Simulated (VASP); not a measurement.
A run of VASP 6.6.1 is set up as follows.

INCAR

```
PREC = Accurate ; ENCUT = 910
EDIFF = 1E-7 ; ISMEAR = 0
SIGMA = 0.1 ; LREAL = F
LASPH = T ; NELM = 120
ALGO = Normal ; ISIF = 3
LWAVE = F ; LCHARG = F
GGA = PE ; IBRION = 2
NSW = 90 ; EDIFFG = -0.04
GGA_COMPAT = F ; NELMIN = 4
```

KPOINTS

```
regular mesh
0
Gamma
  12 12 4
```

File POSCAR:

```
B
1.0
    1.7778171000      0.0000000000      0.0000000000
   -0.8889085500      1.5396347700      0.0000000000
    0.0000000000      0.0000000000      3.9532070000
B
2
Direct
    0.0000000000      0.0000000000      0.2542118200
    0.0000000000      0.0000000000      0.7457881800
```

Potentials or basis: VASP PAW PBE potentials, release 64 (B_h).

Command:

```sh
$ cat potpaw_PBE.64/B_h/POTCAR > POTCAR
$ mpirun -np 1 vasp_std > vasp.out
```

(1) What does it give for the relaxed volume?

(2) Predict the band gap on the k mesh.

(3) What does it give for the space group after relaxing (to 0.05 Å)?

Results:

(1) 7.51 Å³/atom.

(2) zero (band 3 reaches 9.73 eV, above the bottom of band 4 at 7.68 eV).

(3) P6/mmm (No. 191).

Caveat: the k points lie up to 0.33 Å⁻¹ apart in the final cell; the volume moved by over 15 % at a fixed basis, so the end points are rough.
